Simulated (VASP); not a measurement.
# BeBPd3 (Pm-3m) in VASP: a series of runs

Runs on BeBPd3. Level: PBE. Tasks: single point, relaxation of cell and atoms.

Program: VASP 6.6.1. These are calculated values, not measurements. Logs are shortened: lines on timing, memory, paths and dates and some standing lists are left out, and cuts for length are marked.

## 1. The cell of the first run

The structure is cubic, space group Pm-3m (No. 221). The conventional cell has a = 4.088 Å, b = 4.088 Å, c = 4.088 Å, α = 90.00°, β = 90.00°, γ = 90.00°. Be (site symmetry m-3m) has 12 Pd at 2.89 Å and 8 B at 3.54 Å within 3.8 Å. Within 2.7 Å of B (site symmetry m-3m) lie 6 Pd at 2.04 Å. Pd (site symmetry 4/mmm) has 2 B at 2.04 Å within 2.7 Å.

## 2. Single point, PBE

The input, INCAR:

```
SYSTEM = BeBPd3
PREC = Accurate
ENCUT = 520
EDIFF = 1E-7
ISMEAR = 0
SIGMA = 0.1
LREAL = .FALSE.
LASPH = .TRUE.
NELM = 100
ALGO = Normal
ISIF = 2
LWAVE = .FALSE.
LCHARG = .FALSE.
GGA = PE
NBANDS = 26
```

The input, KPOINTS:

```
Automatic mesh
0
G
  6 6 6
  0 0 0
```

The input, POSCAR:

```
BeBPd3
1.0
    4.0879611173      0.0000000000      0.0000000000
    0.0000000000      4.0879611173      0.0000000000
    0.0000000000      0.0000000000      4.0879611173
Be B Pd
1 1 3
Direct
    0.5000000000      0.5000000000      0.5000000000
    0.0000000000      0.0000000000      0.0000000000
    0.5000000000      0.0000000000      0.0000000000
    0.0000000000      0.5000000000      0.0000000000
    0.0000000000      0.0000000000      0.5000000000
```

Potentials or basis: VASP PAW PBE potentials, release 64 (Be, B, Pd).

Started as:

```sh
$ cat potpaw_PBE.64/Be/POTCAR potpaw_PBE.64/B/POTCAR potpaw_PBE.64/Pd/POTCAR > POTCAR
$ mpirun -np 1 vasp_std > vasp.out
```

OUTCAR:

```text
SYSTEM = BeBPd3
   PREC = Accurate
   ENCUT = 520
   EDIFF = 1E-7
   ISMEAR = 0
   LREAL = .FALSE.
   LASPH = .TRUE.
   NELM = 100
   ISIF = 2
   GGA = PE

 ion  position               nearest neighbor table
   1  0.500  0.500  0.500-   3 2.89   4 2.89   5 2.89   3 2.89   4 2.89   3 2.89   5 2.89   3 2.89
                             4 2.89   5 2.89   4 2.89   5 2.89
   2  0.000  0.000  0.000-   3 2.04   4 2.04   5 2.04   5 2.04   4 2.04   3 2.04
   3  0.500  0.000  0.000-   2 2.04   2 2.04   4 2.89   5 2.89   1 2.89   5 2.89   1 2.89   4 2.89
                             1 2.89   1 2.89   4 2.89   5 2.89   5 2.89   4 2.89
   4  0.000  0.500  0.000-   2 2.04   2 2.04   3 2.89   5 2.89   1 2.89   5 2.89   1 2.89   3 2.89
                             5 2.89   5 2.89   1 2.89   3 2.89   1 2.89   3 2.89
   5  0.000  0.000  0.500-   2 2.04   2 2.04   3 2.89   4 2.89   1 2.89   3 2.89   4 2.89   1 2.89
                             4 2.89   4 2.89   1 2.89   3 2.89   3 2.89   1 2.89

  LATTYP: Found a simple cubic cell.
 ALAT       =     4.0879611173

  Lattice vectors:

 A1 = (   4.0879611173,   0.0000000000,   0.0000000000)
 A2 = (   0.0000000000,   4.0879611173,   0.0000000000)
 A3 = (   0.0000000000,   0.0000000000,   4.0879611173)

Analysis of symmetry for initial positions (statically):
=====================================================================
 Subroutine PRICEL returns:
 Original cell was already a primitive cell.

 Routine SETGRP: Setting up the symmetry group for a
 simple cubic supercell.

 Subroutine GETGRP returns: Found 48 space group operations
 (whereof 48 operations were pure point group operations)
 out of a pool of 48 trial point group operations.

The static configuration has the point symmetry O_h .

Analysis of symmetry for dynamics (positions and initial velocities):
=====================================================================
 Subroutine PRICEL returns:
 Original cell was already a primitive cell.

 Routine SETGRP: Setting up the symmetry group for a
 simple cubic supercell.

 Subroutine GETGRP returns: Found 48 space group operations
 (whereof 48 operations were pure point group operations)
 out of a pool of 48 trial point group operations.

The dynamic configuration has the point symmetry O_h .

 Subroutine INISYM returns: Found 48 space group operations
 (whereof 48 operations are pure point group operations),
 and found     1 'primitive' translations
[... 95 lines left out ...]
   NELM   =    100;   NELMIN=  2; NELMDL= -5     # of ELM steps
   EDIFF  = 0.1E-06   stopping-criterion for ELM
   LREAL  =      F    real-space projection
   EDIFFG = 0.1E-05   stopping-criterion for IOM
   NSW    =      0    number of steps for IOM
   IBRION =     -1    ionic relax: 0-MD 1-quasi-New 2-CG
   NFREE  =      0    steps in history (QN), initial steepest desc. (CG)
   ISIF   =      2    stress and relaxation
   ISYM   =      2    0-nonsym 1-usesym 2-fastsym
   POTIM  = 0.5000    time-step for ionic-motion
   TEBEG  =    0.0;   TEEND  =   0.0 temperature during run
   PSTRESS=    0.0 pullay stress
   NELECT =      35.0000    total number of electrons
   NUPDOWN=      -1.0000    fix difference up-down
   EMIN   =  10.00;   EMAX   =-10.00  energy-range for DOS
   EFERMI =   0.00;   METHOD = LEGACY
   ISMEAR =     0;   SIGMA  =   0.10  broadening in eV -4-tet -1-fermi 0-gaus
   EFERMI_NEDOS =   21; number of points for ismear=-14 and -15
   IALGO  =     38    algorithm
   IMIX   =      4    mixing-type and parameters
     AMIX     =   0.40;   BMIX     =  1.00
     AMIX_MAG =   1.60;   BMIX_MAG =  1.00
  volume/ion in A,a.u.               =      13.66        92.20
  Fermi-wavevector in a.u.,A,eV,Ry     =   1.309958  2.475462 23.347466  1.715990
  Thomas-Fermi vector in A             =   2.440521
   LORBIT       =      0    0 simple, 1 ext, 2 COOP (PROOUT), +10 PAW based schemes
   GGA     = PE    functional components
   LHFCALC =     F    Hartree Fock is set to
   AEXX    =    0.0000 exact exchange contribution
   IVDW    =     0    specifies the selected vdW correction
   LEPSILON=     F    determine dielectric tensor
   LRPA    =     F    only Hartree local field effects (RPA)
 non-spin polarized calculation
 Gauss-broadening in eV      SIGMA  =   0.10
  energy-cutoff  :      520.00
  volume of cell :       68.32
 maximum number of plane-waves:      1856
   NGX = 15   NGY = 15   NGZ = 15

 number of electron      35.0000019 magnetization

 Free energy of the ion-electron system (eV)
  ---------------------------------------------------
  ext. energy  EPLUGINS =         0.00000000
  ---------------------------------------------------
  free energy    TOTEN  =       -26.36621418 eV

  energy without entropy =      -26.35261608  energy(sigma->0) =      -26.35941513

 E-fermi :   8.0025     XC(G=0): -11.8182

 val. band max:        7.9737699791   @ k =   0.3333   0.3333   0.1667
 cond. band min:       8.0104357917   @ k =   0.5000   0.3333   0.1667
 fundamental gap:      0.0366658126
 Fermi energy:         8.0025423476

 k-point     1 :       0.0000    0.0000    0.0000
  band No.  band energies     occupation
      1      -3.1325      2.00000
      2       1.2869      2.00000
      3       2.8280      2.00000
      4       2.8280      2.00000
      5       2.8280      2.00000
      6       3.7236      2.00000
[... 569 lines left out ...]
     25      18.8801      0.00000
     26      18.8801      0.00000

------------------------ aborting loop because EDIFF is reached ----------------------------------------

  FORCE on cell =-STRESS in cart. coord.  units (eV):
  Direction    XX          YY          ZZ          XY          YZ          ZX
  --------------------------------------------------------------------------------------
  -------------------------------------------------------------------------------------
  Total        0.1201581      0.1201581      0.1201581      0.0000000      0.0000000      0.0000000
  in kB        2.8180162      2.8180162      2.8180162      0.0000000      0.0000000      0.0000000
  external PRESSURE =       2.8180162 kB  Pullay stress =       0.0000000 kB

 VOLUME and BASIS-vectors are now :
 -----------------------------------------------------------------------------
  energy-cutoff  :      520.00
  volume of cell :       68.32
      direct lattice vectors                 reciprocal lattice vectors
     4.087961117  0.000000000  0.000000000     0.244620722  0.000000000  0.000000000
     0.000000000  4.087961117  0.000000000     0.000000000  0.244620722  0.000000000
     0.000000000  0.000000000  4.087961117     0.000000000  0.000000000  0.244620722

 POSITION                                       TOTAL-FORCE (eV/Angst)
 -----------------------------------------------------------------------------------
      2.04398      2.04398      2.04398         0.000000      0.000000      0.000000
      0.00000      0.00000      0.00000         0.000000      0.000000      0.000000
      2.04398      0.00000      0.00000         0.000000      0.000000      0.000000
      0.00000      2.04398      0.00000         0.000000      0.000000      0.000000
      0.00000      0.00000      2.04398         0.000000      0.000000      0.000000
 -----------------------------------------------------------------------------------
    total drift:                                0.000000     -0.000000      0.000000

  FREE ENERGIE OF THE ION-ELECTRON SYSTEM (eV)
  ---------------------------------------------------
  free  energy   TOTEN  =       -26.3662141806 eV

  energy  without entropy=      -26.3526160760  energy(sigma->0) =      -26.35941513
```

OSZICAR:

```text
N       E                     dE             d eps       ncg     rms          rms(c)
DAV:   1     0.193929064009E+03    0.19393E+03   -0.17033E+04  1040   0.127E+03
DAV:   2    -0.222624380090E+02   -0.21619E+03   -0.20227E+03  1104   0.279E+02
DAV:   3    -0.288680689735E+02   -0.66056E+01   -0.64758E+01  1256   0.522E+01
DAV:   4    -0.289358673968E+02   -0.67798E-01   -0.67728E-01  1202   0.551E+00
DAV:   5    -0.289370926307E+02   -0.12252E-02   -0.12252E-02  1246   0.790E-01    0.199E+01
DAV:   6    -0.265596015873E+02    0.23775E+01   -0.87063E+00  1146   0.244E+01    0.627E+00
DAV:   7    -0.264052771240E+02    0.15432E+00   -0.97029E-01  1208   0.843E+00    0.439E+00
DAV:   8    -0.263708010056E+02    0.34476E-01   -0.28651E-02  1152   0.118E+00    0.162E+00
DAV:   9    -0.263662406298E+02    0.45604E-02   -0.58142E-03  1244   0.613E-01    0.101E-01
DAV:  10    -0.263662304722E+02    0.10158E-04   -0.57715E-04  1114   0.198E-01    0.281E-02
DAV:  11    -0.263662144697E+02    0.16003E-04   -0.49211E-05  1272   0.626E-02    0.834E-03
DAV:  12    -0.263662147973E+02   -0.32761E-06   -0.26554E-06  1180   0.114E-02    0.357E-03
DAV:  13    -0.263662141958E+02    0.60157E-06   -0.12326E-07   786   0.264E-03    0.533E-04
DAV:  14    -0.263662141806E+02    0.15173E-07   -0.23425E-08   616   0.109E-03
   1 F= -.26366214E+02 E0= -.26359415E+02  d E =-.135981E-01
```

It took 21 s on 1 thread of Intel Xeon Platinum 8488C (Sapphire Rapids), shared host; peak memory 0.18 GiB.

What came out:

```
Free energy : -26.3662 eV
Pressure    : 0.3 GPa
```

Levels at points of the mesh, in eV from the Fermi level:
```
           k point  band 13  band 14  band 15  band 16  band 17  band 18  band 19  band 20  band 21  band 22
(0.00, 0.00, 0.00)    -1.72    -1.72    -1.72    -1.26    -1.26    -1.26    -1.11     3.09     3.09     3.09
(0.50, 0.00, 0.00)    -2.75    -2.53    -2.53    -1.96    -1.26     1.41     1.41     3.42     3.97     3.97
(0.50, 0.50, 0.00)    -2.54    -2.53    -2.13    -1.97    -0.71    -0.16    -0.16     3.10     5.44     5.84
(0.50, 0.50, 0.50)    -2.04    -1.32    -1.32    -1.32    -1.08    -1.08    -1.08     2.47     2.47     2.47
```

## 3. Relaxation of cell and atoms, PBE

This run uses another cell than the first one, of 11.63 Å³/atom, 0.851 times its volume.

The input, INCAR:

```
SYSTEM = BeBPd3
PREC     = Accurate       ! precision mode
ENCUT    = 600            ! plane-wave cutoff, eV
EDIFF    = 1E-6           ! SCF threshold, eV
ISMEAR   = 0              ! smearing method
SIGMA    = 0.1            ! smearing width, eV
LREAL    = .False.        ! projectors in reciprocal space
LASPH    = .True.         ! aspherical terms in the spheres
NELM     = 100            ! most SCF steps
ALGO     = Normal         ! electronic algorithm
ISIF     = 3              ! what is computed and relaxed
LWAVE    = .False.        ! write WAVECAR
LCHARG   = .False.        ! write CHGCAR
GGA      = PE             ! functional
IBRION   = 2              ! ionic algorithm
NSW      = 100            ! ionic steps
EDIFFG   = -0.05          ! ionic threshold
```

The input, KPOINTS:

```
Automatic mesh
0
Gamma
  6 6 6
  0 0 0
```

POSCAR, as its differences from that of step 2:

```diff
@@ -2,5 +2,5 @@
 1.0
-    4.0879611173      0.0000000000      0.0000000000
-    0.0000000000      4.0879611173      0.0000000000
-    0.0000000000      0.0000000000      4.0879611173
+    3.8739625875      0.0000000000      0.0000000000
+    0.0000000000      3.8739625875      0.0000000000
+    0.0000000000      0.0000000000      3.8739625875
 Be B Pd
```

Potentials or basis: VASP PAW PBE potentials, release 64 (Be, B, Pd).

Started as:

```sh
$ cat potpaw_PBE.64/Be/POTCAR potpaw_PBE.64/B/POTCAR potpaw_PBE.64/Pd/POTCAR > POTCAR
$ mpirun -np 1 vasp_std > vasp.out
```

It took 45 s on 1 thread of Intel Xeon Platinum 8488C (Sapphire Rapids), shared host; peak memory 0.2 GiB.

It converged, with:

| Property | Result |
| --- | --- |
| Free energy | -26.3599 eV |
| Relaxed volume | 13.71 Å³/atom |
| Relaxed cell | a = 4.093 Å, b = 4.093 Å, c = 4.093 Å, α = 90.00°, β = 90.00°, γ = 90.00° |
| Space group after relaxing (to 0.05 Å) | Pm-3m (No. 221) |
| Energy gained by relaxing | 210.0 meV/atom |
| Ionic steps | 4 |
| Pressure after relaxing | -0.3 GPa |

Step by step:
```csv
step,energy change (eV),largest force (eV/Å),pressure (GPa),volume (Å³)
1,0.0000,0.0000,38.25,58.14
2,0.2251,0.0000,-20.27,84.77
3,-1.0482,0.0000,-1.13,68.93
4,-1.0499,0.0000,-0.27,68.54
```

Final structure:
```xyz
5
Lattice="4.0925 0.0000 0.0000 0.0000 4.0925 0.0000 0.0000 0.0000 4.0925" Properties=species:S:1:pos:R:3 pbc="T T T"
Be    2.0463    2.0463    2.0463
B     0.0000    0.0000    0.0000
Pd    2.0463    0.0000    0.0000
Pd    0.0000    2.0463    0.0000
Pd    0.0000    0.0000    2.0463
```

Levels at points of the mesh, in eV from the Fermi level:
| k point | band 13 | band 14 | band 15 | band 16 | band 17 | band 18 | band 19 | band 20 | band 21 |
| --- | --- | --- | --- | --- | --- | --- | --- | --- | --- |
| (0.00, 0.00, 0.00) | -1.71 | -1.71 | -1.71 | -1.26 | -1.26 | -1.26 | -1.10 | 3.09 | 3.09 |
| (0.50, 0.00, 0.00) | -2.74 | -2.52 | -2.52 | -1.95 | -1.26 | 1.41 | 1.41 | 3.41 | 3.96 |
| (0.50, 0.50, 0.00) | -2.53 | -2.52 | -2.12 | -1.97 | -0.71 | -0.16 | -0.16 | 3.09 | 5.43 |
| (0.50, 0.50, 0.50) | -2.03 | -1.32 | -1.32 | -1.32 | -1.07 | -1.07 | -1.07 | 2.46 | 2.47 |

Caveat: the volume moved by over 15 % at a fixed basis, so the end points are rough.

## 4. Single point, PBE

This run uses another cell than the first one, of 13.69 Å³/atom, 1.002 times its volume.

The input, INCAR:

```
SYSTEM = BeBPd3
  PREC = Accurate
  ENCUT = 520
  EDIFF = 1E-6
  ISMEAR = -1
  SIGMA = 0.15
  LREAL = .False.
  LASPH = .True.
  NELM = 100
  ALGO = Normal
  ISIF = 2
  LWAVE = .False.
  LCHARG = .False.
  GGA = PE
  NBANDS = 26
```

The input, KPOINTS:

```
regular mesh
0
Gamma
  10 10 10
  0 0 0
```

POSCAR, as its differences from that of step 3:

```diff
@@ -2,5 +2,5 @@
 1.0
-    3.8739625875      0.0000000000      0.0000000000
-    0.0000000000      3.8739625875      0.0000000000
-    0.0000000000      0.0000000000      3.8739625875
+    4.0908081487      0.0000000000      0.0000000000
+    0.0000000000      4.0908081487      0.0000000000
+    0.0000000000      0.0000000000      4.0908081487
 Be B Pd
```

Started as:

```sh
$ cat potpaw_PBE.64/Be/POTCAR potpaw_PBE.64/B/POTCAR potpaw_PBE.64/Pd/POTCAR > POTCAR
$ mpirun -np 1 vasp_std > vasp.out
```

It took 48 s on 1 thread of Intel Xeon Platinum 8488C (Sapphire Rapids), shared host; peak memory 0.23 GiB.

It converged, with:

```yaml
Free_energy: -26.4323 eV
Pressure: 0.0 GPa
```

Levels at points of the mesh, in eV from the Fermi level:
```tsv
k point	band 16	band 17	band 18	band 19	band 20	band 21
(0.00, 0.00, 0.00)	-1.27	-1.27	-1.27	-1.13	3.09	3.09
(0.50, 0.00, 0.00)	-1.97	-1.27	1.40	1.40	3.41	3.95
(0.50, 0.50, 0.00)	-1.99	-0.72	-0.17	-0.17	3.10	5.42
(0.50, 0.50, 0.50)	-1.34	-1.09	-1.09	-1.09	2.45	2.45
```

## 5. Overview

```csv
task,cell,k mesh,cutoff (eV),smearing,gap on the mesh (eV),pressure (GPa)
single point,"a = 4.088 Å, 5 atoms",6 × 6 × 6,520,gaussian 0.1 eV,none,0.3
relaxation of cell and atoms,"relaxed from a = 3.874 Å, 5 atoms",6 × 6 × 6,600,gaussian 0.1 eV,none,-0.3
single point,"a = 4.091 Å, 5 atoms",10 × 10 × 10,520,fermi-dirac 0.15 eV,none,0.0
```

Alike in all rows: level PBE; potentials or basis VASP PAW PBE potentials, release 64 (Be, B, Pd); no spin polarisation.

Caveats: the volume moved by over 15 % at a fixed basis, so the end points are rough (some runs).

Absolute energies hang on the potentials; compare differences alone.
